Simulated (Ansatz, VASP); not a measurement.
## Two plane-wave programs on BeTe

```xyz
2
Lattice="0.0000 2.8548 2.8548 2.8548 0.0000 2.8548 2.8548 2.8548 0.0000" Properties=species:S:1:pos:R:3 pbc="T T T"
Be    0.0000    0.0000    0.0000
Te    1.4274    1.4274    1.4274
```

Alike in both runs: task relaxation of cell and atoms; functional PBE; k mesh 13 × 13 × 13; occupations fermi-dirac, width 0.1 eV; no spin polarisation.

|  | VASP | Ansatz |
| --- | --- | --- |
| version | VASP 6.6.1 | Ansatz 0.2.0 |
| potentials or method | VASP PAW PBE potentials, release 64 (Be, Te) | PAW with Ansatz's default frozen-core files, scalar-relativistic |
| plane-wave cutoff (eV) | 600 | 420 |
| valence electrons in the cell | 8 | 18 |

```csv
,VASP,Ansatz,Ansatz less VASP
relaxed volume (Å³/atom),22.76,22.72,-0.041
relaxed cell length with the largest relative difference (Å),4.008,4.005,-0.0024
```

VASP's potentials hold 8 valence electrons a cell and Ansatz's 18, so a difference there can come from the potentials and not from the codes.

Neither program's run includes spin-orbit coupling.
